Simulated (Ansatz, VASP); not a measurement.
## Hg: VASP beside Ansatz

```
Hg
1.0
     3.60800    0.00000    0.00000
    -1.80400    3.12462    0.00000
     0.00000    0.00000    5.39003
Hg
2
Direct
  0.66667 0.33333 0.72267
  0.33333 0.66667 0.27733
```

Alike in both runs: task single point; functional PBEsol; k mesh 12 × 12 × 8; occupations gaussian, width 0.05 eV; no spin polarisation.

```csv
,VASP,Ansatz
version,VASP 6.6.1,Ansatz 0.2.0
potentials or method,"VASP PAW PBE potentials, release 64 (Hg), cutoff 520 eV","scalar-relativistic, plane waves, PAW"
valence electrons in the cell,24,40
```

|  | VASP | Ansatz | Ansatz less VASP |
| --- | --- | --- | --- |
| gap on the k mesh at the Fermi level (eV) | 0.17 | 0.16 | -0.007 |
| least direct gap on the mesh (eV) | 0.99 | 0.98 | -0.012 |
| pressure (GPa) | -1.9 | -2.0 | -0.09 |
| traceless stress, the component that is largest in VASP (GPa) | 0.30 | 0.27 | -0.035 |
| rms of the force components (eV/Å) | 0.151 | 0.141 | -0.0104 |

VASP's potentials were made for PBE, not for PBEsol. Atom by atom the forces differ by 0.010 eV/Å (rms over components). VASP's potentials hold 24 valence electrons a cell and Ansatz's 40, so a difference there can come from the potentials and not from the codes.

Neither program's run includes spin-orbit coupling.
